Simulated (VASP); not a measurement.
Input of a VASP 6.6.1 run:

INCAR

```
SYSTEM = Mg
PREC = Accurate ; ENCUT = 520
EDIFF = 1E-6 ; ISMEAR = -1
SIGMA = 0.08 ; LREAL = .FALSE.
LASPH = .TRUE. ; NELM = 80
ALGO = Normal ; ISIF = 2
LWAVE = .FALSE. ; LCHARG = .FALSE.
NBANDS = 9
```

Contents of KPOINTS:

```
Automatic mesh
0
G
  12 12 12
  0 0 0
```

POSCAR

```
Mg
1.0
    0.0000000000      2.5659631295      2.5659631295
    2.5659631295      0.0000000000      2.5659631295
    2.5659631295      2.5659631295      0.0000000000
Mg
2
Direct
   -0.1250000000     -0.1250000000     -0.1250000000
    0.1250000000      0.1250000000      0.1250000000
```

Potentials or basis: VASP PAW LDA potentials, release 64 (Mg).

Run with:

```bash
$ cat potpaw_LDA.64/Mg/POTCAR > POTCAR
$ mpirun -np 1 vasp_std > vasp.out
```

(1) Predict the pressure.

(2) What does it give for the band gap on the k mesh?

## Answers

(1) 44.2 GPa.

(2) zero (bands 2 and 3 overlap by 7.78 eV).

Caveat: the cell stands under pressure.
